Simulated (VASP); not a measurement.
# Nb (Im-3m) in VASP: a series of runs

Runs on Nb. Level: PBEsol. Tasks: single point, relaxation of cell and atoms.

Program: VASP 6.6.1. These are calculated values, not measurements. Logs are shortened: lines on timing, memory, paths and dates and some standing lists are left out, and cuts for length are marked.

## 1. The cell of the first run

Symmetry: Im-3m, No. 229, cubic system. The conventional cell has a = 3.206 Å, b = 3.206 Å, c = 3.206 Å, α = 90.00°, β = 90.00°, γ = 90.00°. Within 3.7 Å of Nb (site symmetry m-3m) lie 14 Nb at 2.78 to 3.21 Å.

## 2. Single point, PBEsol (16.47 Å³/atom)

INCAR reads:

```
SYSTEM = Nb
PREC = Accurate
ENCUT = 520
EDIFF = 1E-6
ISMEAR = -1
SIGMA = 0.05
LREAL = .False.
LASPH = .True.
NELM = 100
ALGO = Normal
ISIF = 2
LWAVE = .False.
LCHARG = .False.
GGA = PS
NBANDS = 12
```

KPOINTS reads:

```
Automatic mesh
0
Gamma
  18 18 18
  0 0 0
```

POSCAR reads:

```
Nb
1.0
   -1.6029075952      1.6029075952      1.6029075952
    1.6029075952     -1.6029075952      1.6029075952
    1.6029075952      1.6029075952     -1.6029075952
Nb
1
Direct
    0.0000000000      0.0000000000      0.0000000000
```

Potentials or basis: VASP PAW PBE potentials, release 64 (Nb_sv).

Started as:

```bash
$ cat potpaw_PBE.64/Nb_sv/POTCAR > POTCAR
$ mpirun -np 1 vasp_std > vasp.out
```

OUTCAR:

```text
SYSTEM = Nb
   PREC = Accurate
   ENCUT = 520
   EDIFF = 1E-6
   ISMEAR = -1
   LREAL = .False.
   LASPH = .True.
   NELM = 100
   ISIF = 2
   GGA = PS

 ion  position               nearest neighbor table
   1  0.000  0.000  0.000-

  LATTYP: Found a body centered cubic cell.
 ALAT       =     3.2058151904

  Lattice vectors:

 A1 = (  -1.6029075952,   1.6029075952,   1.6029075952)
 A2 = (   1.6029075952,  -1.6029075952,   1.6029075952)
 A3 = (   1.6029075952,   1.6029075952,  -1.6029075952)

Analysis of symmetry for initial positions (statically):
=====================================================================
 Subroutine PRICEL returns:
 Original cell was already a primitive cell.

 Routine SETGRP: Setting up the symmetry group for a
 body centered cubic supercell.

 Subroutine GETGRP returns: Found 48 space group operations
 (whereof 48 operations were pure point group operations)
 out of a pool of 48 trial point group operations.

The static configuration has the point symmetry O_h .

Analysis of symmetry for dynamics (positions and initial velocities):
=====================================================================
 Subroutine PRICEL returns:
 Original cell was already a primitive cell.

 Routine SETGRP: Setting up the symmetry group for a
 body centered cubic supercell.

 Subroutine GETGRP returns: Found 48 space group operations
 (whereof 48 operations were pure point group operations)
 out of a pool of 48 trial point group operations.

The dynamic configuration has the point symmetry O_h .

 Subroutine INISYM returns: Found 48 space group operations
 (whereof 48 operations are pure point group operations),
 and found     1 'primitive' translations

----------------------------------------------------------------------------------------

                                     Primitive cell

  volume of cell :      16.4735

  direct lattice vectors                    reciprocal lattice vectors
    -1.602907595  1.602907595  1.602907595     0.000000000  0.311933140  0.311933140
     1.602907595 -1.602907595  1.602907595     0.311933140  0.000000000  0.311933140
     1.602907595  1.602907595 -1.602907595     0.311933140  0.311933140  0.000000000

  length of vectors
     2.776317395  2.776317395  2.776317395     0.441140078  0.441140078  0.441140078

  position of ions in fractional coordinates (direct lattice)
     0.000000000  0.000000000  0.000000000

  ion indices of the primitive-cell ions
   primitive index   ion index
                 1           1

----------------------------------------------------------------------------------------

 KPOINTS: Automatic mesh

Automatic generation of k-mesh.
 Grid dimensions read from file:
 generate k-points for:   18   18   18

 Generating k-lattice:

  Cartesian coordinates                     Fractional coordinates (reciprocal lattice)
     0.000000000  0.017329619  0.017329619     0.055555556  0.000000000  0.000000000
     0.017329619  0.000000000  0.017329619     0.000000000  0.055555556  0.000000000
     0.017329619  0.017329619  0.000000000     0.000000000  0.000000000  0.055555556

  Length of vectors
     0.024507782  0.024507782  0.024507782

  Shift w.r.t. Gamma in fractional coordinates (k-lattice)
     0.000000000  0.000000000  0.000000000

 Subroutine IBZKPT returns following result:
 ===========================================

 Found    195 irreducible k-points:

 Following reciprocal coordinates:
            Coordinates               Weight
  0.000000  0.000000  0.000000      1.000000
  0.055556  0.000000  0.000000     12.000000
  0.111111  0.000000  0.000000     12.000000
  0.166667  0.000000  0.000000     12.000000
  0.222222  0.000000  0.000000     12.000000
  0.277778  0.000000  0.000000     12.000000
[... 16 lines left out ...]
  0.333333  0.111111  0.000000     48.000000
  0.388889  0.111111  0.000000     48.000000
 [... further k-points ...]
   k-points           NKPTS =    195   k-points in BZ     NKDIM =    195   number of bands    NBANDS=     12
   number of dos      NEDOS =    301   number of ions     NIONS =      1
   total plane-waves  NPLWV =  13824
   dimension x,y,z NGX =    24 NGY =   24 NGZ =   24
   dimension x,y,z NGXF=    48 NGYF=   48 NGZF=   48
   ions per type =               1
   NGX,Y,Z   is equivalent  to a cutoff of  14.37, 14.37, 14.37 a.u.
   NGXF,Y,Z  is equivalent  to a cutoff of  28.74, 28.74, 28.74 a.u.
 SYSTEM =  Nb
   PREC   = accura    normal or accurate (medium, high low for compatibility)
   ISTART =      0    job   : 0-new  1-cont  2-samecut
   ICHARG =      2    charge: 1-file 2-atom 10-const
   ISPIN  =      1    spin polarized calculation?
   LNONCOLLINEAR =      F non collinear calculations
   LSORBIT =      F    spin-orbit coupling
   LASPH  =      T    aspherical Exc in radial PAW
   ENCUT  =  520.0 eV  38.22 Ry    6.18 a.u.   5.16  5.16  5.16*2*pi/ulx,y,z
   NELM   =    100;   NELMIN=  2; NELMDL= -5     # of ELM steps
   EDIFF  = 0.1E-05   stopping-criterion for ELM
   LREAL  =      F    real-space projection
   EDIFFG = 0.1E-04   stopping-criterion for IOM
   NSW    =      0    number of steps for IOM
   IBRION =     -1    ionic relax: 0-MD 1-quasi-New 2-CG
   NFREE  =      0    steps in history (QN), initial steepest desc. (CG)
   ISIF   =      2    stress and relaxation
   ISYM   =      2    0-nonsym 1-usesym 2-fastsym
   POTIM  = 0.5000    time-step for ionic-motion
   TEBEG  =    0.0;   TEEND  =   0.0 temperature during run
   PSTRESS=    0.0 pullay stress
   NELECT =      13.0000    total number of electrons
   NUPDOWN=      -1.0000    fix difference up-down
   EMIN   =  10.00;   EMAX   =-10.00  energy-range for DOS
   EFERMI =   0.00;   METHOD = LEGACY
   ISMEAR =    -1;   SIGMA  =   0.05  broadening in eV -4-tet -1-fermi 0-gaus
   EFERMI_NEDOS =   21; number of points for ismear=-14 and -15
   IALGO  =     38    algorithm
   IMIX   =      4    mixing-type and parameters
     AMIX     =   0.40;   BMIX     =  1.00
     AMIX_MAG =   1.60;   BMIX_MAG =  1.00
  volume/ion in A,a.u.               =      16.47       111.17
  Fermi-wavevector in a.u.,A,eV,Ry     =   1.512844  2.858861 31.139610  2.288697
  Thomas-Fermi vector in A             =   2.622714
   LORBIT       =      0    0 simple, 1 ext, 2 COOP (PROOUT), +10 PAW based schemes
   GGA     = PS    functional components
   LHFCALC =     F    Hartree Fock is set to
   AEXX    =    0.0000 exact exchange contribution
   IVDW    =     0    specifies the selected vdW correction
   LEPSILON=     F    determine dielectric tensor
   LRPA    =     F    only Hartree local field effects (RPA)
 non-spin polarized calculation
  energy-cutoff  :      520.00
  volume of cell :       16.47
 maximum number of plane-waves:       466
 NGX is ok and might be reduce to    24
   NGX = 11   NGY = 11   NGZ = 11

 number of electron      12.9999999 magnetization

 Free energy of the ion-electron system (eV)
  ---------------------------------------------------
  ext. energy  EPLUGINS =         0.00000000
  ---------------------------------------------------
  free energy    TOTEN  =       -10.92021585 eV

  energy without entropy =      -10.90827109  energy(sigma->0) =      -10.91424347

 E-fermi :  12.3465     XC(G=0): -13.0988

 val. band max:       12.3458071395   @ k =  -0.3333   0.4444   0.1667
 cond. band min:      12.3593508489   @ k =   0.1111   0.0556   0.0000
 fundamental gap:      0.0135437094
 Fermi energy:        12.3465347691

 k-point     1 :       0.0000    0.0000    0.0000
  band No.  band energies     occupation
      1     -41.8406      2.00000
      2     -16.9319      2.00000
      3     -16.9319      2.00000
      4     -16.9319      2.00000
      5       6.2229      2.00000
      6      12.6665      0.00332
      7      12.6665      0.00332
      8      12.6665      0.00332
      9      15.8843      0.00000
     10      15.8843      0.00000
     11      26.7811      0.00000
     12      26.7811      0.00000

 k-point     2 :       0.0556    0.0000    0.0000
  band No.  band energies     occupation
      1     -41.8302      2.00000
      2     -16.9915      2.00000
      3     -16.9495      2.00000
      4     -16.9325      2.00000
      5       6.3660      2.00000
      6      12.5751      0.02046
      7      12.6454      0.00505
      8      12.8042      0.00021
      9      15.7355      0.00000
     10      15.8827      0.00000
     11      26.9064      0.00000
     12      27.0272      0.00000

 k-point     3 :       0.1111    0.0000    0.0000
  band No.  band energies     occupation
      1     -41.8004      2.00000
      2     -17.1608      2.00000
      3     -17.0001      2.00000
      4     -16.9343      2.00000
      5       6.7729      2.00000
      6      12.3240      1.22187
      7      12.5571      0.02923
      8      13.2126      0.00000
      9      15.4246      0.00000
     10      15.8865      0.00000
     11      27.2241      0.00000
     12      27.7412      0.00000
[... 286 lines left out ...]
 k-point    23 :       0.3333    0.1111    0.0000
  band No.  band energies     occupation
      1     -41.5172      2.00000
      2     -18.4969      2.00000
      3     -17.4874      2.00000
      4     -17.0282      2.00000
      5       8.7921      2.00000
      6      10.6832      2.00000
      7      13.0822      0.00000
      8      15.6698      0.00000
      9      16.8225      0.00000
     10      18.9436      0.00000
     11      25.5456      0.00000
     12      26.8566      0.00000

 k-point    24 :       0.3889    0.1111    0.0000
  band No.  band energies     occupation
      1     -41.4874      2.00000
      2     -18.6200      2.00000
      3     -17.5454      2.00000
      4     -17.0314      2.00000
      5       8.6526      2.00000
      6      10.5490      2.00000
      7      13.7367      0.00000
      8      15.8063      0.00000
      9      17.0631      0.00000
     10      19.8881      0.00000
     11      25.0593      0.00000
     12      25.8660      0.00000

 [... further k-points ...]
[... 5 lines left out ...]
  --------------------------------------------------------------------------------------
  -------------------------------------------------------------------------------------
  Total        1.2405183      1.2405183      1.2405183      0.0000000      0.0000000     -0.0000000
  in kB      120.6502719    120.6502719    120.6502719      0.0000000      0.0000000     -0.0000000
  external PRESSURE =     120.6502719 kB  Pullay stress =       0.0000000 kB

 VOLUME and BASIS-vectors are now :
 -----------------------------------------------------------------------------
  energy-cutoff  :      520.00
  volume of cell :       16.47
      direct lattice vectors                 reciprocal lattice vectors
    -1.602907595  1.602907595  1.602907595     0.000000000  0.311933140  0.311933140
     1.602907595 -1.602907595  1.602907595     0.311933140  0.000000000  0.311933140
     1.602907595  1.602907595 -1.602907595     0.311933140  0.311933140  0.000000000

 POSITION                                       TOTAL-FORCE (eV/Angst)
 -----------------------------------------------------------------------------------
      0.00000      0.00000      0.00000         0.000000     -0.000000      0.000000
 -----------------------------------------------------------------------------------
    total drift:                                0.000000      0.000000      0.000000

  FREE ENERGIE OF THE ION-ELECTRON SYSTEM (eV)
  ---------------------------------------------------
  free  energy   TOTEN  =       -10.9202158472 eV

  energy  without entropy=      -10.9082710899  energy(sigma->0) =      -10.91424347
```

It took 43 s on 1 thread of Intel Xeon 8259CL, shared host; peak memory 0.17 GiB.

What came out:

```
Free energy            : -10.9202 eV
Pressure               : 12.1 GPa
Band gap on the k mesh : zero (an odd number of electrons rules out a gap without spin polarisation)
```

Levels at points of the mesh, in eV from the Fermi level:
| k point | band 3 | band 4 | band 5 | band 6 | band 7 | band 8 | band 9 | band 10 |
| --- | --- | --- | --- | --- | --- | --- | --- | --- |
| (0.00, 0.00, 0.00) | -29.28 | -29.28 | -6.12 | 0.32 | 0.32 | 0.32 | 3.54 | 3.54 |
| (0.50, 0.00, 0.00) | -29.84 | -29.30 | -4.14 | -1.96 | 2.76 | 3.64 | 4.40 | 7.17 |
| (0.50, 0.50, 0.50) | -30.49 | -30.49 | -4.30 | -4.30 | 6.27 | 6.27 | 6.27 | 9.84 |

Caveat: the cell stands under pressure; the PAW data sets were made with another functional, which shifts forces and pressure a little.

## 3. Single point, PBEsol

This run uses another cell than the first one, of 17.52 Å³/atom.

INCAR reads:

```
PREC = Accurate
ENCUT = 520
EDIFF = 1E-7
ISMEAR = -1
SIGMA = 0.05
LREAL = False
LASPH = True
NELM = 60
ALGO = Normal
ISIF = 2
LWAVE = False
LCHARG = False
GGA = PS
NBANDS = 12
```

KPOINTS reads:

```
regular mesh
0
Gamma
  18 18 18
```

POSCAR reads:

```
Nb
1.0
   -1.6363110716      1.6363110716      1.6363110716
    1.6363110716     -1.6363110716      1.6363110716
    1.6363110716      1.6363110716     -1.6363110716
Nb
1
Direct
    0.0000000000      0.0000000000      0.0000000000
```

Potentials or basis: VASP PAW PBE potentials, release 64 (Nb_sv).

Started as:

```bash
$ cat potpaw_PBE.64/Nb_sv/POTCAR > POTCAR
$ mpirun -np 1 vasp_std > vasp.out
```

Wall time 52 s (1 thread of Intel Xeon 8259CL, shared host); peak memory 0.17 GiB.

Results (log left out):

```
Free energy            : -10.9581 eV
Pressure               : -0.3 GPa
Band gap on the k mesh : zero (an odd number of electrons rules out a gap without spin polarisation)
```

Levels at points of the mesh, in eV from the Fermi level:
```
           k point  band 3  band 4  band 5  band 6  band 7  band 8  band 9  band 10
(0.00, 0.00, 0.00)  -29.48  -29.48   -6.01    0.37    0.37    0.37    3.37     3.37
(0.50, 0.00, 0.00)  -29.95  -29.49   -3.84   -1.74    2.43    3.42    4.13     6.65
(0.50, 0.50, 0.50)  -30.49  -30.49   -3.89   -3.89    5.84    5.84    5.84     9.30
```

Caveat: the PAW data sets were made with another functional, which shifts forces and pressure a little.

## 4. Relaxation of cell and atoms, PBEsol

This run uses another cell than the first one, of 17.98 Å³/atom.

INCAR reads:

```
SYSTEM = Nb
PREC = Accurate
ENCUT = 600
EDIFF = 1E-6
ISMEAR = -1
SIGMA = 0.05
LREAL = .False.
LASPH = .True.
NELM = 100
ALGO = Normal
ISIF = 3
LWAVE = .False.
LCHARG = .False.
GGA = PS
IBRION = 2
NSW = 60
EDIFFG = -0.005
```

KPOINTS reads:

```
regular mesh
0
Gamma
  18 18 18
  0 0 0
```

POSCAR reads:

```
Nb
1.0
   -1.6503519298      1.6503519298      1.6503519298
    1.6503519298     -1.6503519298      1.6503519298
    1.6503519298      1.6503519298     -1.6503519298
Nb
1
Direct
    0.0000000000      0.0000000000      0.0000000000
```

Started as:

```bash
$ cat potpaw_PBE.64/Nb_sv/POTCAR > POTCAR
$ mpirun -np 1 vasp_std > vasp.out
```

Wall time 2.2 min (1 thread of Intel Xeon 8259CL, shared host); peak memory 0.18 GiB.

It converged, with:

- Free energy: -10.9586 eV
- Relaxed volume: 17.50 Å³/atom
- Relaxed cell: a = 2.833 Å, b = 2.833 Å, c = 2.833 Å, α = 109.47°, β = 109.47°, γ = 109.47°
- Space group after relaxing (to 0.1 Å): Im-3m (No. 229)
- Energy gained by relaxing: 7.1 meV/atom
- Ionic steps: 4
- Pressure after relaxing: 0.0 GPa
- Band gap on the k mesh: zero (an odd number of electrons rules out a gap without spin polarisation)

Step by step:
```csv
step,energy change (eV),largest force (eV/Å),pressure (GPa),volume (Å³)
1,0.0000,0.0000,-4.66,17.98
2,0.0178,0.0000,9.73,16.65
3,-0.0071,0.0000,-0.05,17.51
4,-0.0071,0.0000,0.00,17.50
```

Final structure:
```yaml
crystal:
  lattice:
    - [-1.63553, 1.63553, 1.63553]
    - [1.63553, -1.63553, 1.63553]
    - [1.63553, 1.63553, -1.63553]
  atoms:
    - { symbol: Nb, position: [0.00000, 0.00000, 0.00000] }
```

Levels at points of the mesh, in eV from the Fermi level:
| k point | band 4 | band 5 | band 6 | band 7 | band 8 | band 9 |
| --- | --- | --- | --- | --- | --- | --- |
| (0.00, 0.00, 0.00) | -29.47 | -6.01 | 0.37 | 0.37 | 0.37 | 3.38 |
| (0.50, 0.00, 0.00) | -29.49 | -3.85 | -1.74 | 2.44 | 3.43 | 4.14 |
| (0.50, 0.50, 0.50) | -30.49 | -3.89 | -3.89 | 5.85 | 5.85 | 5.85 |

Caveat: the PAW data sets were made with another functional, which shifts forces and pressure a little.

## 5. The runs side by side

```csv
task,cell,cutoff (eV),gap on the mesh (eV),pressure (GPa)
single point,"a = 2.776 Å, angles 109.5°, 1 atom",520,none,12.1
single point,"a = 2.834 Å, angles 109.5°, 1 atom",520,none,-0.3
relaxation of cell and atoms,"relaxed from a = 2.858 Å, angles 109.5°, 1 atom",600,none,0.0
```

Alike in all rows: level PBEsol; potentials or basis VASP PAW PBE potentials, release 64 (Nb_sv); no spin polarisation; k mesh 18 × 18 × 18; smearing fermi-dirac 0.05 eV.

Caveats: the PAW data sets were made with another functional, which shifts forces and pressure a little; the cell stands under pressure (at least some runs).

Total energies depend on the potentials used, so only differences within one code and one set of settings carry meaning.
